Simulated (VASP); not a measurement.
# AlCr2C (P6_3/mmc) in VASP: notebook

The runs below take AlCr2C through single point, relaxation of cell and atoms, with PBE.

Everything below comes from runs of VASP 6.6.1. Logs are shortened: lines on timing, memory, paths and dates and some standing lists are left out, and cuts for length are marked.

## (1) The cell of the first run

The structure is hexagonal, space group P6_3/mmc (No. 194). The conventional cell has a = 2.841 Å, b = 2.841 Å, c = 12.699 Å, α = 90.00°, β = 90.00°, γ = 120.00°. Al (site symmetry -6m2) has 6 Cr at 2.67 Å and 6 Al at 2.84 Å within 3.5 Å. Within 2.6 Å of Cr (site symmetry 3m) lie 3 C at 1.96 Å. C (site symmetry -3m) has 6 Cr at 1.96 Å within 2.6 Å.

## (2) Single point, PBE

INCAR

```
PREC = Accurate
ENCUT = 520
EDIFF = 1E-7
ISMEAR = 0
SIGMA = 0.1
LREAL = F
LASPH = T
NELM = 100
ALGO = Normal
ISIF = 2
LWAVE = F
LCHARG = F
GGA = PE
NBANDS = 41
```

KPOINTS

```
regular mesh
0
Gamma
  15 15 4
```

POSCAR

```
AlCr2C
1.0
    2.8413176500      0.0000000000      0.0000000000
   -1.4206588250      2.4606532651      0.0000000000
    0.0000000000      0.0000000000     12.6988000039
Al Cr C
2 4 2
Direct
    0.6666666667      0.3333333333      0.2500000000
    0.3333333333      0.6666666667      0.7500000000
    0.3333333333      0.6666666667      0.4157760843
    0.6666666667      0.3333333333      0.9157760843
    0.6666666667      0.3333333333      0.5842239157
    0.3333333333      0.6666666667      0.0842239157
    0.0000000000      0.0000000000      0.5000000000
    0.0000000000      0.0000000000      0.0000000000
```

Potentials or basis: VASP PAW PBE potentials, release 64 (Al, Cr_pv, C).

Launch:

```
cat potpaw_PBE.64/Al/POTCAR potpaw_PBE.64/Cr_pv/POTCAR potpaw_PBE.64/C/POTCAR > POTCAR
mpirun -np 1 vasp_std > vasp.out
```

OUTCAR:

```text
PREC = Accurate
   ENCUT = 520
   EDIFF = 1E-7
   ISMEAR = 0
   LREAL = F
   LASPH = T
   NELM = 100
   ISIF = 2
   GGA = PE

 ion  position               nearest neighbor table
   1  0.667  0.333  0.250-   3 2.67   6 2.67   3 2.67   6 2.67   3 2.67   6 2.67
   2  0.333  0.667  0.750-   4 2.67   5 2.67   4 2.67   5 2.67   4 2.67   5 2.67
   3  0.333  0.667  0.416-   7 1.96   7 1.96   7 1.96   1 2.67   1 2.67   1 2.67   5 2.70   5 2.70
                             5 2.70
   4  0.667  0.333  0.916-   8 1.96   8 1.96   8 1.96   2 2.67   2 2.67   2 2.67   6 2.70   6 2.70
                             6 2.70
   5  0.667  0.333  0.584-   7 1.96   7 1.96   7 1.96   2 2.67   2 2.67   2 2.67   3 2.70   3 2.70
                             3 2.70
   6  0.333  0.667  0.084-   8 1.96   8 1.96   8 1.96   1 2.67   1 2.67   1 2.67   4 2.70   4 2.70
                             4 2.70
   7  0.000  0.000  0.500-   3 1.96   5 1.96   3 1.96   5 1.96   5 1.96   3 1.96
   8  0.000  0.000  0.000-   4 1.96   6 1.96   6 1.96   4 1.96   4 1.96   6 1.96

  LATTYP: Found a hexagonal cell.
 ALAT       =     2.8413176500
 C/A-ratio  =     4.4693348538

  Lattice vectors:

 A1 = (   2.8413176500,   0.0000000000,   0.0000000000)
 A2 = (  -1.4206588250,   2.4606532651,   0.0000000000)
 A3 = (   0.0000000000,   0.0000000000,  12.6988000039)

Analysis of symmetry for initial positions (statically):
=====================================================================
 Subroutine PRICEL returns:
 Original cell was already a primitive cell.

 Routine SETGRP: Setting up the symmetry group for a
 hexagonal supercell.

 Subroutine GETGRP returns: Found 24 space group operations
 (whereof 12 operations were pure point group operations)
 out of a pool of 24 trial point group operations.

The static configuration has the point symmetry D_3d.
 The point group associated with its full space group is D_6h.

Analysis of symmetry for dynamics (positions and initial velocities):
=====================================================================
 Subroutine PRICEL returns:
 Original cell was already a primitive cell.

 Routine SETGRP: Setting up the symmetry group for a
 hexagonal supercell.

 Subroutine GETGRP returns: Found 24 space group operations
 (whereof 12 operations were pure point group operations)
 out of a pool of 24 trial point group operations.

The dynamic configuration has the point symmetry D_3d.
 The point group associated with its full space group is D_6h.

 Subroutine INISYM returns: Found 24 space group operations
[... 110 lines left out ...]
   LREAL  =      F    real-space projection
   EDIFFG = 0.1E-05   stopping-criterion for IOM
   NSW    =      0    number of steps for IOM
   IBRION =     -1    ionic relax: 0-MD 1-quasi-New 2-CG
   NFREE  =      0    steps in history (QN), initial steepest desc. (CG)
   ISIF   =      2    stress and relaxation
   ISYM   =      2    0-nonsym 1-usesym 2-fastsym
   POTIM  = 0.5000    time-step for ionic-motion
   TEBEG  =    0.0;   TEEND  =   0.0 temperature during run
   PSTRESS=    0.0 pullay stress
   NELECT =      62.0000    total number of electrons
   NUPDOWN=      -1.0000    fix difference up-down
   EMIN   =  10.00;   EMAX   =-10.00  energy-range for DOS
   EFERMI =   0.00;   METHOD = LEGACY
   ISMEAR =     0;   SIGMA  =   0.10  broadening in eV -4-tet -1-fermi 0-gaus
   EFERMI_NEDOS =   21; number of points for ismear=-14 and -15
   IALGO  =     38    algorithm
   IMIX   =      4    mixing-type and parameters
     AMIX     =   0.40;   BMIX     =  1.00
     AMIX_MAG =   1.60;   BMIX_MAG =  1.00
  volume/ion in A,a.u.               =      11.10        74.89
  Fermi-wavevector in a.u.,A,eV,Ry     =   1.452427  2.744690 28.702107  2.109545
  Thomas-Fermi vector in A             =   2.569811
   LORBIT       =      0    0 simple, 1 ext, 2 COOP (PROOUT), +10 PAW based schemes
   GGA     = PE    functional components
   LHFCALC =     F    Hartree Fock is set to
   AEXX    =    0.0000 exact exchange contribution
   IVDW    =     0    specifies the selected vdW correction
   LEPSILON=     F    determine dielectric tensor
   LRPA    =     F    only Hartree local field effects (RPA)
 non-spin polarized calculation
 Gauss-broadening in eV      SIGMA  =   0.10
  energy-cutoff  :      520.00
  volume of cell :       88.78
 maximum number of plane-waves:      2411
 NGX is ok and might be reduce to    24
   NGX = 11   NGY = 11   NGZ = 47

 number of electron      61.9999996 magnetization

 Free energy of the ion-electron system (eV)
  ---------------------------------------------------
  ext. energy  EPLUGINS =         0.00000000
  ---------------------------------------------------
  free energy    TOTEN  =       -65.50274044 eV

  energy without entropy =      -65.46999461  energy(sigma->0) =      -65.48636752

 E-fermi :   9.9418     XC(G=0): -12.4559

 val. band max:        9.9374865771   @ k =   0.2000   0.0667   0.0000
 cond. band min:       9.9495095750   @ k =   0.2000   0.0667   0.2500
 fundamental gap:      0.0120229979
 Fermi energy:         9.9417561975

 k-point     1 :       0.0000    0.0000    0.0000
  band No.  band energies     occupation
      1     -33.4654      2.00000
      2     -33.4640      2.00000
      3     -33.2566      2.00000
      4     -33.2566      2.00000
      5     -33.2565      2.00000
      6     -33.2565      2.00000
[... 1045 lines left out ...]
     40      12.4665      0.00000
     41      13.0486      0.00000

 [... further k-points ...]
[... 5 lines left out ...]
  --------------------------------------------------------------------------------------
  -------------------------------------------------------------------------------------
  Total        0.0844268      0.0844268     -0.0047420      0.0000000      0.0000000      0.0000000
  in kB        1.5235543      1.5235543     -0.0855732      0.0000000      0.0000000      0.0000000
  external PRESSURE =       0.9871785 kB  Pullay stress =       0.0000000 kB

 VOLUME and BASIS-vectors are now :
 -----------------------------------------------------------------------------
  energy-cutoff  :      520.00
  volume of cell :       88.78
      direct lattice vectors                 reciprocal lattice vectors
     2.841317650  0.000000000  0.000000000     0.351949385  0.203198072  0.000000000
    -1.420658825  2.460653265  0.000000000     0.000000000  0.406396145  0.000000000
     0.000000000  0.000000000 12.698800004     0.000000000  0.000000000  0.078747598

 POSITION                                       TOTAL-FORCE (eV/Angst)
 -----------------------------------------------------------------------------------
      1.42066      0.82022      3.17470         0.000000     -0.000000      0.000000
     -0.00000      1.64044      9.52410        -0.000000     -0.000000      0.000000
     -0.00000      1.64044      5.27986         0.000000      0.000000     -0.042612
      1.42066      0.82022     11.62926        -0.000000     -0.000000     -0.042612
      1.42066      0.82022      7.41894        -0.000000     -0.000000      0.042612
     -0.00000      1.64044      1.06954         0.000000      0.000000      0.042612
      0.00000      0.00000      6.34940        -0.000000     -0.000000      0.000000
      0.00000      0.00000      0.00000        -0.000000     -0.000000      0.000000
 -----------------------------------------------------------------------------------
    total drift:                               -0.000000      0.000000     -0.000000

  FREE ENERGIE OF THE ION-ELECTRON SYSTEM (eV)
  ---------------------------------------------------
  free  energy   TOTEN  =       -65.5027404389 eV

  energy  without entropy=      -65.4699946111  energy(sigma->0) =      -65.48636752
```

stdout:

```text
POSCAR found type information on POSCAR AlCrC
 POSCAR found :  3 types and       8 ions
 scaLAPACK will be used
 LDA part: xc-table for (Slater+PW92), standard interpolation
 POSCAR, INCAR and KPOINTS ok, starting setup
 FFT: planning ... GRIDC
 FFT: planning ... GRID_SOFT
 FFT: planning ... GRID
 WAVECAR not read
 entering main loop
```

Run time: 6.4 min. Hardware: 1 thread of Intel Xeon Platinum 8259CL at 2.50GHz (Skylake/Cascade Lake), shared host; peak memory 0.38 GiB.

What came out:

```yaml
Free_energy: -65.5027 eV
Pressure: 0.1 GPa
Largest_force: 0.043 eV/Å
Band_gap_on_the_k_mesh: zero (band 31 reaches 10.32 eV, above the bottom of band 32 at 9.50 eV)
```

Forces in eV/Å, atoms in the order of the input:
```
Al   0.000  0.000  0.000
Al   0.000  0.000  0.000
Cr   0.000  0.000 -0.043
Cr   0.000  0.000 -0.043
Cr   0.000  0.000  0.043
Cr   0.000  0.000  0.043
C    0.000  0.000  0.000
C    0.000  0.000  0.000
```

Stress tensor (GPa, compression positive):
```
 0.15  0.00  0.00
 0.00  0.15  0.00
 0.00  0.00 -0.01
```

## (3) Relaxation of cell and atoms, PBE

This run uses another cell than the first one, of 10.89 Å³/atom, 0.981 times its volume.

INCAR

```
PREC = Accurate ; ENCUT = 600
EDIFF = 1E-6 ; ISMEAR = 0
SIGMA = 0.1 ; LREAL = F
LASPH = T ; NELM = 100
ALGO = Normal ; ISIF = 3
LWAVE = F ; LCHARG = F
GGA = PE ; IBRION = 2
NSW = 100 ; EDIFFG = -0.005
```

KPOINTS

```
Automatic mesh
0
Gamma
  15 15 4
```

POSCAR

```
AlCr2C
1.0
    2.8251010646      0.0000000000      0.0000000000
   -1.4125505323      2.4466092902      0.0000000000
    0.0000000000      0.0000000000     12.6013736800
Al Cr C
2 4 2
Direct
    0.6666666700      0.3333333300      0.2500000000
    0.3333333300      0.6666666700      0.7500000000
    0.3333333300      0.6666666700      0.4149411600
    0.6666666700      0.3333333300      0.9149411600
    0.6666666700      0.3333333300      0.5850588400
    0.3333333300      0.6666666700      0.0850588400
    0.0000000000      0.0000000000      0.5000000000
    0.0000000000      0.0000000000      0.0000000000
```

Potentials or basis: VASP PAW PBE potentials, release 64 (Al, Cr_pv, C).

Launch:

```
cat potpaw_PBE.64/Al/POTCAR potpaw_PBE.64/Cr_pv/POTCAR potpaw_PBE.64/C/POTCAR > POTCAR
mpirun -np 1 vasp_std > vasp.out
```

OUTCAR:

```text
PREC = Accurate
   ENCUT = 600
   EDIFF = 1E-6
   ISMEAR = 0
   LREAL = F
   LASPH = T
   NELM = 100
   ISIF = 3
   GGA = PE
   IBRION = 2
   NSW = 100
   EDIFFG = -0.005

 ion  position               nearest neighbor table
   1  0.667  0.333  0.250-   3 2.64   6 2.64   3 2.64   6 2.64   3 2.64   6 2.64
   2  0.333  0.667  0.750-   4 2.64   5 2.64   4 2.64   5 2.64   4 2.64   5 2.64
   3  0.333  0.667  0.415-   7 1.95   7 1.95   7 1.95   1 2.64   1 2.64   1 2.64   5 2.69   5 2.69
                             5 2.69
   4  0.667  0.333  0.915-   8 1.95   8 1.95   8 1.95   2 2.64   2 2.64   2 2.64   6 2.69   6 2.69
                             6 2.69
   5  0.667  0.333  0.585-   7 1.95   7 1.95   7 1.95   2 2.64   2 2.64   2 2.64   3 2.69   3 2.69
                             3 2.69
   6  0.333  0.667  0.085-   8 1.95   8 1.95   8 1.95   1 2.64   1 2.64   1 2.64   4 2.69   4 2.69
                             4 2.69
   7  0.000  0.000  0.500-   3 1.95   5 1.95   3 1.95   5 1.95   5 1.95   3 1.95
   8  0.000  0.000  0.000-   4 1.95   6 1.95   6 1.95   4 1.95   4 1.95   6 1.95

  LATTYP: Found a hexagonal cell.
 ALAT       =     2.8251010646
 C/A-ratio  =     4.4605036747
[... 207 lines left out ...]
  band No.  band energies     occupation
      1     -33.2299      2.00000
      2     -33.2282      2.00000
      3     -33.0056      2.00000
      4     -33.0056      2.00000
      5     -33.0056      2.00000
      6     -33.0056      2.00000
[... 1160 lines left out ...]
--------------------------------------- Ionic step        6  -------------------------------------------

 number of electron      61.9999992 magnetization

 Free energy of the ion-electron system (eV)
  ---------------------------------------------------
  ext. energy  EPLUGINS =         0.00000000
  ---------------------------------------------------
  free energy    TOTEN  =       -65.50354175 eV

  energy without entropy =      -65.47078499  energy(sigma->0) =      -65.48716337

 E-fermi :   9.9479     XC(G=0): -12.4599

 val. band max:        9.9422248857   @ k =   0.2000   0.0667   0.0000
 cond. band min:       9.9546093342   @ k =   0.2000   0.0667   0.2500
 fundamental gap:      0.0123844486
 Fermi energy:         9.9478947241

 k-point     1 :       0.0000    0.0000    0.0000
  band No.  band energies     occupation
      1     -33.4579      2.00000
      2     -33.4565      2.00000
      3     -33.2500      2.00000
      4     -33.2500      2.00000
      5     -33.2499      2.00000
      6     -33.2499      2.00000
[... 986 lines left out ...]
  FREE ENERGIE OF THE ION-ELECTRON SYSTEM (eV)
  ---------------------------------------------------
  free  energy   TOTEN  =       -65.5035417458 eV

  energy  without entropy=      -65.4707849913  energy(sigma->0) =      -65.48716337

 reached required accuracy - stopping structural energy minimisation
```

OSZICAR:

```text
N       E                     dE             d eps       ncg     rms          rms(c)
DAV:   1     0.795894145760E+03    0.79589E+03   -0.36967E+04  5994   0.209E+03
DAV:   2    -0.154025963324E+01   -0.79743E+03   -0.78007E+03  5999   0.591E+02
DAV:   3    -0.783612143859E+02   -0.76821E+02   -0.74945E+02  8249   0.170E+02
[... 53 lines left out ...]
   5 F= -.65503544E+02 E0= -.65487169E+02  d E =-.294483E-02
       N       E                     dE             d eps       ncg     rms          rms(c)
DAV:   1    -0.655035317584E+02    0.12001E-04   -0.10841E-03  7720   0.584E-01    0.151E-02
DAV:   2    -0.655035425194E+02   -0.10761E-04   -0.17031E-04  6895   0.102E-01    0.867E-03
DAV:   3    -0.655035419531E+02    0.56631E-06   -0.12141E-05  7613   0.275E-02    0.467E-03
DAV:   4    -0.655035417458E+02    0.20725E-06   -0.67833E-07  3122   0.788E-03
   6 F= -.65503542E+02 E0= -.65487163E+02  d E =-.294240E-02
```

Run time: 27 min. Hardware: 1 thread of Intel Xeon Platinum 8259CL at 2.50GHz (Skylake/Cascade Lake), shared host; peak memory 0.43 GiB.

Results:

| Property | Result |
| --- | --- |
| Free energy | -65.5035 eV |
| Relaxed volume | 11.09 Å³/atom |
| Relaxed cell | a = 2.842 Å, b = 2.842 Å, c = 12.688 Å, α = 90.00°, β = 90.00°, γ = 120.00° |
| Space group after relaxing (to 0.05 Å) | P6_3/mmc (No. 194) |
| Energy gained by relaxing | 2.3 meV/atom |
| Ionic steps | 6 |
| Pressure after relaxing | 0.0 GPa |
| Largest force after relaxing | 0.005 eV/Å |
| Band gap on the k mesh | zero (band 31 reaches 10.32 eV, above the bottom of band 32 at 9.51 eV) |

Forces on the atoms (eV/Å):
```
Al   0.000  0.000  0.000
Al   0.000  0.000  0.000
Cr   0.000  0.000  0.005
Cr   0.000  0.000  0.005
Cr   0.000  0.000 -0.005
Cr   0.000  0.000 -0.005
C    0.000  0.000  0.000
C    0.000  0.000  0.000
```

Step by step:
```
step  energy change (eV)  largest force (eV/Å)  pressure (GPa)  volume (Å³)
   1              0.0000                0.0002            3.66        87.10
   2              0.0094                0.3768           -4.35        90.27
   3             -0.0154                0.1707           -0.02        88.48
   4             -0.0183                0.0246            0.00        88.70
   5             -0.0184                0.0018           -0.06        88.73
   6             -0.0184                0.0049           -0.01        88.73
```

Final structure:
```
Al Cr C
1.0
     2.84170    0.00000    0.00000
    -1.42085    2.46098    0.00000
     0.00000    0.00000   12.68756
Al Cr C
2 4 2
Cartesian
  1.4209 0.8203 3.1719
  0.0000 1.6407 9.5157
  0.0000 1.6407 5.2729
  1.4209 0.8203 11.6167
  1.4209 0.8203 7.4146
  0.0000 1.6407 1.0708
  0.0000 0.0000 6.3438
  0.0000 0.0000 0.0000
```

## (4) Single point, PBE

This run uses another cell than the first one, of 10.89 Å³/atom, 0.981 times its volume.

INCAR

```
ALGO = Normal
EDIFF = 1E-6
ENCUT = 520
GGA = PE
ISIF = 2
ISMEAR = 0
LASPH = True
LCHARG = False
LREAL = False
LWAVE = False
NBANDS = 41
NELM = 100
PREC = Accurate
SIGMA = 0.1
```

KPOINTS

```
k-points
0
Gamma
  9 9 2
```

POSCAR is that of step 3.

Launch:

```
cat potpaw_PBE.64/Al/POTCAR potpaw_PBE.64/Cr_pv/POTCAR potpaw_PBE.64/C/POTCAR > POTCAR
mpirun -np 1 vasp_std > vasp.out
```

It took 79 s on 1 thread of Intel Xeon Platinum 8259CL at 2.50GHz (Skylake/Cascade Lake), shared host; peak memory 0.25 GiB.

The run converged. Its results:

* Free energy: -65.4922 eV
* Pressure: 3.7 GPa
* Largest force: 0.045 eV/Å
* Band gap on the k mesh: zero (band 31 reaches 10.55 eV, above the bottom of band 32 at 9.77 eV)

Forces on the atoms (eV/Å):
```
Al   0.000  0.000  0.000
Al   0.000  0.000  0.000
Cr   0.000  0.000 -0.045
Cr   0.000  0.000 -0.045
Cr   0.000  0.000  0.045
Cr   0.000  0.000  0.045
C    0.000  0.000  0.000
C    0.000  0.000  0.000
```

Stress tensor (GPa, compression positive):
```
3.65 0.00 0.00
0.00 3.65 0.00
0.00 0.00 3.78
```

Levels at points of the mesh, in eV from the Fermi level:
```csv
k point,band 29,band 30,band 31,band 32,band 33,band 34
"(0.00, 0.00, 0.00)",-1.02,-1.02,-0.20,-0.20,-0.17,-0.17
"(0.00, 0.00, 0.50)",-1.03,-1.03,-0.19,-0.19,-0.19,-0.19
```

Spin polarisation is off, so any magnetic state and its effect on volume and gap are missing.

## (5) Overview

```tsv
task	cell	k mesh	cutoff (eV)	gap on the mesh (eV)	pressure (GPa)	largest force (eV/Å)
single point	a = 2.841, b = 2.841, c = 12.699 Å, angles 90.0, 90.0, 120.0°, 8 atoms	15 × 15 × 4	520	none	0.1	0.04
relaxation of cell and atoms	relaxed from a = 2.825, b = 2.825, c = 12.601 Å, angles 90.0, 90.0, 120.0°, 8 atoms	15 × 15 × 4	600	none	0.0	-
single point	a = 2.825, b = 2.825, c = 12.601 Å, angles 90.0, 90.0, 120.0°, 8 atoms	9 × 9 × 2	520	none	3.7	0.04
```

Alike in all rows: level PBE; potentials or basis VASP PAW PBE potentials, release 64 (Al, Cr_pv, C); no spin polarisation; smearing gaussian 0.1 eV.

Absolute energies hang on the potentials; compare differences alone.
